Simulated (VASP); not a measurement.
# H9O4F in VASP: notebook

The runs below take H9O4F through single point, molecular dynamics, with PBEsol.

Program: VASP 6.6.1. These are calculated values, not measurements. Logs are shortened: lines on timing, memory, paths and dates and some standing lists are left out, and cuts for length are marked.

## Step 1: The cell of the first run

The cell holds an amorphous packing of atoms, 14 atoms: a = 5.360 Å, b = 5.360 Å, c = 5.360 Å, α = 90.00°, β = 90.00°, γ = 90.00°.

## Step 2: Single point, PBEsol

Contents of INCAR:

```
SYSTEM = H9O4F
PREC = Accurate ; ENCUT = 520
EDIFF = 1E-7 ; ISMEAR = -1
SIGMA = 0.02 ; LREAL = .FALSE.
LASPH = .TRUE. ; NELM = 60
ALGO = Normal ; ISIF = 2
LWAVE = .FALSE. ; LCHARG = .FALSE.
GGA = PS ; NBANDS = 33
```

Contents of KPOINTS:

```
regular mesh
0
G
  1 1 1
  0 0 0
```

Contents of POSCAR:

```
H9O4F
1.0
    5.3601080000      0.0000000000      0.0000000000
    0.0000000000      5.3601080000      0.0000000000
    0.0000000000      0.0000000000      5.3601080000
O H F
4 9 1
Direct
    0.3384846343      0.8785774802      0.3887037993
    0.9574313781      0.1244834428      0.2070203704
    0.6001333642      0.0323086800      0.8765658840
    0.1858226852      0.5126138253      0.6588975928
    0.1879682867      0.9714647888      0.3219132908
    0.4160520961      0.8041708169      0.2400444899
    0.8591115741      0.0622840901      0.0611051773
    0.8486076433      0.2482786659      0.2818799568
    0.5530032806     -0.0063817163      0.7042350057
    0.5274679131      0.1977234450      0.9170392117
    0.2433208263      0.6587341300      0.5469241666
    0.2065416865      0.3635510902      0.5570547076
    0.3188584943      0.4985652350      0.8717141427
    0.4298913371      0.4752336261      1.0315135044
```

Potentials or basis: VASP PAW PBE potentials, release 64 (O, H, F).

Command:

```bash
$ cat potpaw_PBE.64/O/POTCAR potpaw_PBE.64/H/POTCAR potpaw_PBE.64/F/POTCAR > POTCAR
$ mpirun -np 1 vasp_gam > vasp.out
```

OUTCAR:

```text
SYSTEM = H9O4F
   PREC = Accurate
   ENCUT = 520
   EDIFF = 1E-7
   ISMEAR = -1
   LREAL = .FALSE.
   LASPH = .TRUE.
   NELM = 60
   ISIF = 2
   GGA = PS

 ion  position               nearest neighbor table
   1  0.338  0.879  0.389-   6 0.98   5 1.01
   2  0.957  0.124  0.207-   8 0.97   7 1.00
   3  0.600  0.032  0.877-   9 0.98  10 0.99
   4  0.186  0.513  0.659-  12 0.97  11 1.03  13 1.35
   5  0.188  0.971  0.322-   1 1.01
   6  0.416  0.804  0.240-   1 0.98
   7  0.859  0.062  0.061-   2 1.00
   8  0.849  0.248  0.282-   2 0.97
   9  0.553  0.994  0.704-   3 0.98
  10  0.527  0.198  0.917-   3 0.99
  11  0.243  0.659  0.547-   4 1.03
  12  0.207  0.364  0.557-   4 0.97
  13  0.319  0.499  0.872-  14 1.05   4 1.35
  14  0.430  0.475  0.032-  13 1.05

  LATTYP: Found a simple cubic cell.
 ALAT       =     5.3601080000

  Lattice vectors:

 A1 = (   5.3601080000,   0.0000000000,   0.0000000000)
 A2 = (   0.0000000000,   5.3601080000,   0.0000000000)
 A3 = (   0.0000000000,   0.0000000000,   5.3601080000)

Analysis of symmetry for initial positions (statically):
=====================================================================
 Subroutine PRICEL returns:
 Original cell was already a primitive cell.

 Routine SETGRP: Setting up the symmetry group for a
 simple cubic supercell.

 Subroutine GETGRP returns: Found  1 space group operations
 (whereof  1 operations were pure point group operations)
 out of a pool of 48 trial point group operations.

The static configuration has the point symmetry C_1 .

Analysis of symmetry for dynamics (positions and initial velocities):
=====================================================================
 Subroutine PRICEL returns:
 Original cell was already a primitive cell.

 Routine SETGRP: Setting up the symmetry group for a
 simple cubic supercell.

 Subroutine GETGRP returns: Found  1 space group operations
 (whereof  1 operations were pure point group operations)
 out of a pool of 48 trial point group operations.

The dynamic configuration has the point symmetry C_1 .
[... 105 lines left out ...]
   ISIF   =      2    stress and relaxation
   ISYM   =      2    0-nonsym 1-usesym 2-fastsym
   POTIM  = 0.5000    time-step for ionic-motion
   TEBEG  =    0.0;   TEEND  =   0.0 temperature during run
   PSTRESS=    0.0 pullay stress
   NELECT =      40.0000    total number of electrons
   NUPDOWN=      -1.0000    fix difference up-down
   EMIN   =  10.00;   EMAX   =-10.00  energy-range for DOS
   EFERMI =   0.00;   METHOD = LEGACY
   ISMEAR =    -1;   SIGMA  =   0.02  broadening in eV -4-tet -1-fermi 0-gaus
   EFERMI_NEDOS =   21; number of points for ismear=-14 and -15
   IALGO  =     38    algorithm
   IMIX   =      4    mixing-type and parameters
     AMIX     =   0.40;   BMIX     =  1.00
     AMIX_MAG =   1.60;   BMIX_MAG =  1.00
  volume/ion in A,a.u.               =      11.00        74.23
  Fermi-wavevector in a.u.,A,eV,Ry     =   1.044531  1.973877 14.844565  1.091045
  Thomas-Fermi vector in A             =   2.179288
   LORBIT       =      0    0 simple, 1 ext, 2 COOP (PROOUT), +10 PAW based schemes
   GGA     = PS    functional components
   LHFCALC =     F    Hartree Fock is set to
   AEXX    =    0.0000 exact exchange contribution
   IVDW    =     0    specifies the selected vdW correction
   LEPSILON=     F    determine dielectric tensor
   LRPA    =     F    only Hartree local field effects (RPA)
 non-spin polarized calculation
  energy-cutoff  :      520.00
  volume of cell :      154.00
 maximum number of plane-waves:      2070
 NGX is ok and might be reduce to    40
   NGX = 19   NGY = 19   NGZ = 19

 number of electron      39.9999992 magnetization

 Free energy of the ion-electron system (eV)
  ---------------------------------------------------
  ext. energy  EPLUGINS =         0.00000000
  ---------------------------------------------------
  free energy    TOTEN  =       -67.71944719 eV

  energy without entropy =      -67.71944719  energy(sigma->0) =      -67.71944719

 E-fermi :  -3.7771     XC(G=0):  -6.5042

 val. band max:       -4.2880548085   @ k =   0.0000   0.0000   0.0000
 cond. band min:       0.8313854479   @ k =   0.0000   0.0000   0.0000
 fundamental gap:      5.1194402564
 Fermi energy:        -3.7770542270

 k-point     1 :       0.0000    0.0000    0.0000
  band No.  band energies     occupation
      1     -25.5401      2.00000
      2     -22.8702      2.00000
      3     -22.4692      2.00000
      4     -22.0301      2.00000
      5     -21.8475      2.00000
      6     -10.6593      2.00000
[... 24 lines left out ...]
     31       8.6816      0.00000
     32       9.0958      0.00000
 [bands above 32 left out]

------------------------ aborting loop because EDIFF is reached ----------------------------------------

  FORCE on cell =-STRESS in cart. coord.  units (eV):
  Direction    XX          YY          ZZ          XY          YZ          ZX
  --------------------------------------------------------------------------------------
  -------------------------------------------------------------------------------------
  Total        0.1690678     -0.0288427     -1.3993162     -0.2018224     -0.3238132     -0.4121198
  in kB        1.7589394     -0.3000722    -14.5581377     -2.0997103     -3.3688718     -4.2875915
  external PRESSURE =      -4.3664235 kB  Pullay stress =       0.0000000 kB

 VOLUME and BASIS-vectors are now :
 -----------------------------------------------------------------------------
  energy-cutoff  :      520.00
  volume of cell :      154.00
      direct lattice vectors                 reciprocal lattice vectors
     5.360108000  0.000000000  0.000000000     0.186563405  0.000000000  0.000000000
     0.000000000  5.360108000  0.000000000     0.000000000  0.186563405  0.000000000
     0.000000000  0.000000000  5.360108000     0.000000000  0.000000000  0.186563405

 POSITION                                       TOTAL-FORCE (eV/Angst)
 -----------------------------------------------------------------------------------
      1.81431      4.70927      2.08349        -0.116356     -0.020761      0.080517
      5.13194      0.66724      1.10965         0.064209     -0.087711     -0.021794
      3.21678      0.17318      4.69849         0.052487      0.092005     -0.022621
      0.99603      2.74767      3.53176         0.037874      0.059092      0.106834
      1.00753      5.20716      1.72549        -0.006782      0.033838     -0.025869
      2.23008      4.31044      1.28666         0.091889     -0.017961     -0.055029
      4.60493      0.33385      0.32753        -0.104441     -0.009484     -0.046310
      4.54863      1.33080      1.51091        -0.005985      0.066808      0.090243
      2.96416      5.32590      3.77478         0.021786     -0.067629     -0.031303
      2.82728      1.05982      4.91543         0.041268     -0.058407      0.058120
      1.30423      3.53089      2.93157         0.050622      0.101265     -0.005911
      1.10709      1.94867      2.98587        -0.026958     -0.099140     -0.033770
      1.70912      2.67236      4.67248        -0.171441      0.025470     -0.245880
      2.30426      2.54730      0.16892         0.071826     -0.017383      0.152772
 -----------------------------------------------------------------------------------
    total drift:                                0.000573     -0.000606      0.000146

  FREE ENERGIE OF THE ION-ELECTRON SYSTEM (eV)
  ---------------------------------------------------
  free  energy   TOTEN  =       -67.7194471876 eV

  energy  without entropy=      -67.7194471876  energy(sigma->0) =      -67.71944719
```

OSZICAR:

```text
N       E                     dE             d eps       ncg     rms          rms(c)
DAV:   1     0.304752697494E+03    0.30475E+03   -0.22388E+04    66   0.112E+03
DAV:   2    -0.483244300999E+02   -0.35308E+03   -0.33751E+03    83   0.284E+02
DAV:   3    -0.733525444127E+02   -0.25028E+02   -0.24903E+02    75   0.802E+01
DAV:   4    -0.736456029229E+02   -0.29306E+00   -0.29283E+00    92   0.947E+00
DAV:   5    -0.736482114414E+02   -0.26085E-02   -0.26083E-02    76   0.864E-01    0.148E+01
DAV:   6    -0.678765714397E+02    0.57716E+01   -0.16966E+01    84   0.220E+01    0.561E+00
DAV:   7    -0.677599175351E+02    0.11665E+00   -0.76110E-01    84   0.414E+00    0.353E+00
DAV:   8    -0.677179153385E+02    0.42002E-01   -0.19700E-01    92   0.313E+00    0.686E-01
DAV:   9    -0.677132746408E+02    0.46407E-02   -0.25152E-02    84   0.103E+00    0.281E-01
DAV:  10    -0.677184194996E+02   -0.51449E-02   -0.10306E-02    84   0.567E-01    0.134E-01
DAV:  11    -0.677193666992E+02   -0.94720E-03   -0.58746E-04    92   0.208E-01    0.595E-02
DAV:  12    -0.677194563845E+02   -0.89685E-04   -0.44183E-04    76   0.146E-01    0.186E-02
DAV:  13    -0.677194508682E+02    0.55164E-05   -0.47569E-05    92   0.553E-02    0.111E-02
DAV:  14    -0.677194471610E+02    0.37072E-05   -0.89094E-06    68   0.222E-02    0.421E-03
DAV:  15    -0.677194472174E+02   -0.56373E-07   -0.50522E-06    84   0.141E-02    0.259E-03
DAV:  16    -0.677194471876E+02    0.29747E-07   -0.31205E-07    76   0.427E-03
   1 F= -.67719447E+02 E0= -.67719447E+02  d E =-.850959E-11
```

Wall time 28 s (1 thread of Intel Xeon 8259CL, shared host); peak memory 0.22 GiB.

Results:

```yaml
Free_energy: -67.7194 eV
Pressure: -0.4 GPa
Largest_force: 0.301 eV/Å
Band_gap_on_the_k_mesh: 5.12 eV
```

Forces in eV/Å, atoms in the order of the input:
```
O   -0.116 -0.021  0.081
O    0.064 -0.088 -0.022
O    0.052  0.092 -0.023
O    0.038  0.059  0.107
H   -0.007  0.034 -0.026
H    0.092 -0.018 -0.055
H   -0.104 -0.009 -0.046
H   -0.006  0.067  0.090
H    0.022 -0.068 -0.031
H    0.041 -0.058  0.058
H    0.051  0.101 -0.006
H   -0.027 -0.099 -0.034
H   -0.171  0.025 -0.246
F    0.072 -0.017  0.153
```

Caveat: the k points lie up to 1.17 Å⁻¹ apart; the PAW data sets were made with another functional, which shifts forces and pressure a little.

## Step 3: Single point, PBEsol

Contents of INCAR:

```
SYSTEM = H9O4F
ALGO = Normal
EDIFF = 1E-6
ENCUT = 520
GGA = PS
ISIF = 2
ISMEAR = -1
LASPH = .TRUE.
LCHARG = .FALSE.
LREAL = .FALSE.
LWAVE = .FALSE.
NBANDS = 33
NELM = 60
PREC = Accurate
SIGMA = 0.02
```

Contents of KPOINTS:

```
k-points
0
G
  1 1 1
  0 0 0
```

Contents of POSCAR:

```
H9O4F
1.0
    5.3601080000      0.0000000000      0.0000000000
    0.0000000000      5.3601080000      0.0000000000
    0.0000000000      0.0000000000      5.3601080000
O H F
4 9 1
Direct
    0.2554799269      0.7086051251      0.2934455798
    0.9968828986      0.4010366955      0.0828714645
    0.7357687569      0.0205219746      0.8203192921
    0.2651439113      0.3587800843      0.6578225663
    0.1046434139      0.5566119190      0.2095480166
    0.4069507555      0.7438469523      0.2093427968
    0.8239759348      0.4605131091      0.0412864815
    0.9601672205      0.2096972673      0.0633942450
    0.8808777734     -0.0872743609      0.8023345798
    0.6754714644     -0.1138596461      0.9305409518
    0.3475303110      0.6189427526      0.4588153821
    0.3556831318      0.1830000440      0.6388490680
    0.3098631595      0.4470059185      0.8126701925
    0.6044467761      0.5910142109      1.0688590603
```

Potentials or basis: VASP PAW PBE potentials, release 64 (O, H, F).

Command:

```bash
$ cat potpaw_PBE.64/O/POTCAR potpaw_PBE.64/H/POTCAR potpaw_PBE.64/F/POTCAR > POTCAR
$ mpirun -np 1 vasp_gam > vasp.out
```

OUTCAR:

```text
SYSTEM = H9O4F
   EDIFF = 1E-6
   ENCUT = 520
   GGA = PS
   ISIF = 2
   ISMEAR = -1
   LASPH = .TRUE.
   LREAL = .FALSE.
   NELM = 60
   PREC = Accurate

 ion  position               nearest neighbor table
   1  0.255  0.709  0.293-   6 0.95  11 1.12   5 1.23
   2  0.997  0.401  0.083-   7 1.01   8 1.05   5 1.22
   3  0.736  0.021  0.820-   9 0.97  10 0.99
   4  0.265  0.359  0.658-  13 0.98  12 1.06
   5  0.105  0.557  0.210-   2 1.22   1 1.23
   6  0.407  0.744  0.209-   1 0.95
   7  0.824  0.461  0.041-   2 1.01  14 1.38
[... 246 lines left out ...]
  energy-cutoff  :      520.00
  volume of cell :      154.00
      direct lattice vectors                 reciprocal lattice vectors
     5.360108000  0.000000000  0.000000000     0.186563405  0.000000000  0.000000000
     0.000000000  5.360108000  0.000000000     0.000000000  0.186563405  0.000000000
     0.000000000  0.000000000  5.360108000     0.000000000  0.000000000  0.186563405

 POSITION                                       TOTAL-FORCE (eV/Angst)
 -----------------------------------------------------------------------------------
      1.36940      3.79820      1.57290        -1.619468     -0.760795      4.987822
      5.34340      2.14960      0.44420         0.243701     -2.538626     -0.214477
      3.94380      0.11000      4.39700         0.666673     -0.608577      0.704239
      1.42120      1.92310      3.52600         1.292474     -1.905446     -1.131566
      0.56090      2.98350      1.12320         1.095457     -0.648222     -0.047567
      2.18130      3.98710      1.12210         1.925002     -0.306244     -2.186624
      4.41660      2.46840      0.22130        -1.046074      1.038020      0.208267
      5.14660      1.12400      0.33980         0.868277      2.207115      0.412330
      4.72160      4.89231      4.30060         1.044277      0.519376     -1.309666
      3.62060      4.74981      4.98780        -1.673715     -0.340991      0.777818
      1.86280      3.31760      2.45930        -2.334995      0.264470     -2.185624
      1.90650      0.98090      3.42430        -0.913003      3.222854      0.776130
      1.66090      2.39600      4.35600         0.397285     -0.985890      0.143953
      3.23990      3.16790      0.36909         0.054108      0.842954     -0.935035
 -----------------------------------------------------------------------------------
    total drift:                                0.000455     -0.000675     -0.001086

  FREE ENERGIE OF THE ION-ELECTRON SYSTEM (eV)
  ---------------------------------------------------
  free  energy   TOTEN  =       -65.6539001811 eV

  energy  without entropy=      -65.6539001811  energy(sigma->0) =      -65.65390018
```

OSZICAR:

```text
N       E                     dE             d eps       ncg     rms          rms(c)
DAV:   1     0.322153885159E+03    0.32215E+03   -0.22437E+04    66   0.112E+03
DAV:   2    -0.449735637909E+02   -0.36713E+03   -0.35629E+03    84   0.293E+02
DAV:   3    -0.714130740315E+02   -0.26440E+02   -0.26307E+02    84   0.833E+01
DAV:   4    -0.717155900146E+02   -0.30252E+00   -0.30228E+00    84   0.998E+00
DAV:   5    -0.717189831263E+02   -0.33931E-02   -0.33928E-02    76   0.100E+00    0.146E+01
DAV:   6    -0.658978579029E+02    0.58211E+01   -0.16902E+01    83   0.220E+01    0.564E+00
DAV:   7    -0.657168090359E+02    0.18105E+00   -0.50338E-01    84   0.398E+00    0.347E+00
DAV:   8    -0.656421876782E+02    0.74621E-01   -0.17783E-01    84   0.306E+00    0.451E-01
DAV:   9    -0.656462193338E+02   -0.40317E-02   -0.16445E-02    76   0.871E-01    0.241E-01
DAV:  10    -0.656524272788E+02   -0.62079E-02   -0.60543E-03    68   0.494E-01    0.121E-01
DAV:  11    -0.656535456831E+02   -0.11184E-02   -0.73096E-04    84   0.255E-01    0.488E-02
DAV:  12    -0.656538971646E+02   -0.35148E-03   -0.42145E-04    68   0.138E-01    0.234E-02
DAV:  13    -0.656539030596E+02   -0.58950E-05   -0.66545E-05    84   0.674E-02    0.124E-02
DAV:  14    -0.656539001652E+02    0.28945E-05   -0.11662E-05    68   0.294E-02    0.407E-03
DAV:  15    -0.656539001811E+02   -0.15954E-07   -0.41552E-06    76   0.127E-02
   1 F= -.65653900E+02 E0= -.65653900E+02  d E =-.353151E-11
```

stdout:

```text
POSCAR found type information on POSCAR O H F
 POSCAR found :  3 types and      14 ions
 scaLAPACK will be used
 -----------------------------------------------------------------------------
|                                                                             |
|                                                                             |
|     You enforced a specific xc type in the INCAR file but a different       |
|     I HOPE YOU KNOW WHAT YOU ARE DOING!                                     |
|                                                                             |
 -----------------------------------------------------------------------------

 LDA part: xc-table for (Slater+PW92), standard interpolation
 POSCAR, INCAR and KPOINTS ok, starting setup
 FFT: planning ... GRIDC
 FFT: planning ... GRID_SOFT
 FFT: planning ... GRID
 WAVECAR not read
 entering main loop
```

Wall time 27 s (1 thread of Intel Xeon 8259CL, shared host); peak memory 0.22 GiB.

Results:

```
Free energy            : -65.6539 eV
Pressure               : -0.9 GPa
Largest force          : 5.299 eV/Å
Band gap on the k mesh : 4.29 eV
```

Forces on the atoms (eV/Å):
```
O   -1.619 -0.761  4.988
O    0.244 -2.539 -0.214
O    0.667 -0.609  0.704
O    1.292 -1.905 -1.132
H    1.095 -0.648 -0.048
H    1.925 -0.306 -2.187
H   -1.046  1.038  0.208
H    0.868  2.207  0.412
H    1.044  0.519 -1.310
H   -1.674 -0.341  0.778
H   -2.335  0.264 -2.186
H   -0.913  3.223  0.776
H    0.397 -0.986  0.144
F    0.054  0.843 -0.935
```

Caveat: the k points lie up to 1.17 Å⁻¹ apart; the PAW data sets were made with another functional, which shifts forces and pressure a little.

## Step 4: Single point, PBEsol

Contents of INCAR:

```
SYSTEM = H9O4F
  PREC = Accurate
  ENCUT = 520
  EDIFF = 1E-6
  ISMEAR = -1
  SIGMA = 0.02
  LREAL = .False.
  LASPH = .True.
  NELM = 100
  ALGO = Normal
  ISIF = 2
  LWAVE = .False.
  LCHARG = .True.
  GGA = PS
  LELF = .True.
  LVHAR = .True.
  NBANDS = 33
```

Contents of KPOINTS:

```
Automatic mesh
0
Gamma
  1 1 1
  0 0 0
```

Contents of POSCAR:

```
H9O4F
1.0
    5.3601080000      0.0000000000      0.0000000000
    0.0000000000      5.3601080000      0.0000000000
    0.0000000000      0.0000000000      5.3601080000
O H F
4 9 1
Direct
    0.2362452398      0.6432333080      0.3854026822
    0.9917150923      0.3735559060      0.0536183226
    0.7518505224      0.0558757398      0.7338844665
    0.3268590857      0.2919157599      0.6592031355
    0.1293444087      0.5161836291      0.2681848948
    0.4097305502      0.6498003398      0.2766548734
    0.8722398877      0.4473790453     -0.0381708727
    0.9037877595      0.2023653255      0.0630024619
    0.8405614215     -0.0653904735      0.6375058115
    0.6043348380     -0.0554653003      0.8108605274
    0.2823077445      0.5272654954      0.5283289068
    0.5230864751      0.2898262498      0.7266644627
    0.2308722138      0.3989471854      0.7774843343
    0.5631416382      0.7014410904      1.0938585566
```

Command:

```bash
$ cat potpaw_PBE.64/O/POTCAR potpaw_PBE.64/H/POTCAR potpaw_PBE.64/F/POTCAR > POTCAR
$ mpirun -np 1 vasp_gam > vasp.out
```

Wall time 39 s (1 thread of Intel Xeon 8259CL, shared host); peak memory 0.22 GiB.

It converged, with:

- Free energy: -65.9677 eV
- Pressure: -1.1 GPa
- Largest force: 5.459 eV/Å
- Band gap on the k mesh: 4.44 eV

Forces in eV/Å, atoms in the order of the input:
```
O   -1.238 -0.833 -1.244
O    2.398 -4.035  2.735
O   -2.791 -1.125  1.957
O    2.848  0.681  1.700
H    0.501  1.241  0.665
H    0.269  0.952 -1.186
H   -3.695  3.276 -2.326
H    1.454  1.213 -0.049
H    0.709 -0.325 -0.721
H    2.130  1.261 -0.527
H    0.329 -0.583 -0.318
H   -3.273 -0.290 -1.377
H    0.316 -1.197  0.804
F    0.043 -0.235 -0.112
```

Stress tensor (GPa, compression positive):
```
-3.51 -5.04  0.79
-5.04 -1.15 -3.12
 0.79 -3.12  1.22
```

Levels at points of the mesh, in eV from the valence-band top:
| k point | band 18 | band 19 | band 20 | band 21 | band 22 | band 23 |
| --- | --- | --- | --- | --- | --- | --- |
| (0.00, 0.00, 0.00) | -0.39 | -0.11 | 0.00 | 4.44 | 8.17 | 8.81 |

Caveat: the k points lie up to 1.17 Å⁻¹ apart; the PAW data sets were made with another functional, which shifts forces and pressure a little.

[end of part 1 of 2]
